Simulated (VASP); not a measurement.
Set up this calculation in VASP 6.6.1, as the native input.

```yaml
Task: single point
Functional: PBE
Potentials_or_basis: VASP PAW PBE potentials, release 64 (Cu)
Cutoff: 520 eV
k_mesh: 24 × 24 × 24
Occupations: gaussian, width 0.15 eV
Spin: no spin polarisation
Dipole_correction: no
Further_INCAR_settings: ALGO = Fast; EDIFF = 1e-07; NBANDS = 12
```

The structure of Cu lies in POSCAR:

```
Cu
1.0
    0.0000000000      1.7783416754      1.8672587591
    1.7783416754      0.0000000000      1.8672587591
    1.7783416754      1.7783416754      0.0000000000
Cu
1
Direct
    0.0000000000      0.0000000000      0.0000000000
```

This cell differs from its parent crystal: ratio of the length along z to the lengths across it x 1.05, volume and fractional coordinates fixed.

One way to write it, as run:

INCAR

```
SYSTEM = Cu
ALGO = Fast
EDIFF = 1E-7
ENCUT = 520
GGA = PE
ISIF = 2
ISMEAR = 0
LASPH = .TRUE.
LCHARG = .TRUE.
LELF = .TRUE.
LREAL = .FALSE.
LVHAR = .TRUE.
LWAVE = .FALSE.
NBANDS = 12
NELM = 60
PREC = Accurate
SIGMA = 0.15
```

KPOINTS

```
k-points
0
G
  24 24 24
  0 0 0
```

Potentials or basis: VASP PAW PBE potentials, release 64 (Cu).

Run with:

```sh
$ cat potpaw_PBE.64/Cu/POTCAR > POTCAR
$ mpirun -np 1 vasp_std > vasp.out
```

Results of the run:

```
Pressure : 2.5 GPa
```

Wall time 110 s on 1 thread of Intel(R) Xeon(R) Platinum 8375C CPU @ 2.90GHz (Ice Lake) (shared host), peak memory 0.26 GiB.
